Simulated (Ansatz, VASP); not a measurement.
**One calculation of RbCl, two programs**

Contents of POSCAR:

```
RbCl
1.0
    0.0000000000      3.3057264390      3.3057264390
    3.3057264390      0.0000000000      3.3057264390
    3.3057264390      3.3057264390      0.0000000000
Rb Cl
1 1
Direct
    0.0000000000      0.0000000000      0.0000000000
    0.5000000000      0.5000000000      0.5000000000
```

File INCAR.step1:

```
SYSTEM = RbCl
  ALGO = Normal
  EDIFF = 1E-5
  ENCUT = 550
  GGA = PE
  GGA_COMPAT = .FALSE.
  ISMEAR = 0
  LASPH = .TRUE.
  LCHARG = .FALSE.
  LREAL = .FALSE.
  LWAVE = .TRUE.
  NBANDS = 15
  NELM = 120
  PREC = Accurate
  SIGMA = 0.01
```

Contents of INCAR.step2:

```
SYSTEM = RbCl
  ALGO = Normal
  EDIFF = 1E-6
  ENCUT = 550
  GGA_COMPAT = .FALSE.
  ISIF = 2
  ISMEAR = 0
  ISTART = 1
  LASPH = .TRUE.
  LCHARG = .FALSE.
  LMIXTAU = .TRUE.
  LREAL = .FALSE.
  LWAVE = .FALSE.
  METAGGA = R2SCAN
  NBANDS = 15
  NELM = 120
  PREC = Accurate
  SIGMA = 0.01
```

File KPOINTS:

```
k-points
0
G
  6 6 6
  0 0 0
```

Input for Ansatz:

```yaml
crystal:
  lattice:
    - [0.0, 3.305726439, 3.305726439]
    - [3.305726439, 0.0, 3.305726439]
    - [3.305726439, 3.305726439, 0.0]
  atoms:
    - { symbol: Rb, position: [0.0, 0.0, 0.0] }
    - { symbol: Cl, position: [0.5, 0.5, 0.5] }
kpoints:
  mp_grid: { grid: [6, 6, 6] }
  band_path:
    path:
      - [0.0, 0.0, 0.0]
      - [0.5, 0.0, 0.5]
      - [0.625, 0.25, 0.625]
      - [0.375, 0.375, 0.75]
      - [0.5, 0.5, 0.5]
      - [0.5, 0.25, 0.75]
    npoints: 1
hamiltonian:
  xc: r2scan
scf:
  occupations: { method: fixed }
  n_extra_bands: 4
output:
  forces: true
  stress: true
  eigenvalues: true
```

Alike in both runs: task single point; functional r2SCAN; k mesh 6 × 6 × 6; no spin polarisation.

```csv
,VASP,Ansatz
version,VASP 6.6.1,Ansatz 0.2.0
potentials or method,"VASP PAW PBE potentials, release 64 (Rb_sv, Cl)","plane waves, PAW"
plane-wave cutoff (eV),550,500
occupations,"gaussian, width 0.01 eV",fixed
valence electrons in the cell,16,16
```

|  | VASP | Ansatz | Ansatz less VASP |
| --- | --- | --- | --- |
| gap on the k mesh at the Fermi level (eV) | 5.56 | 5.56 | -0.001 |
| pressure (GPa) | 0.0 | 0.0 | -0.01 |

VASP's potentials were made for PBE, not for r2SCAN.
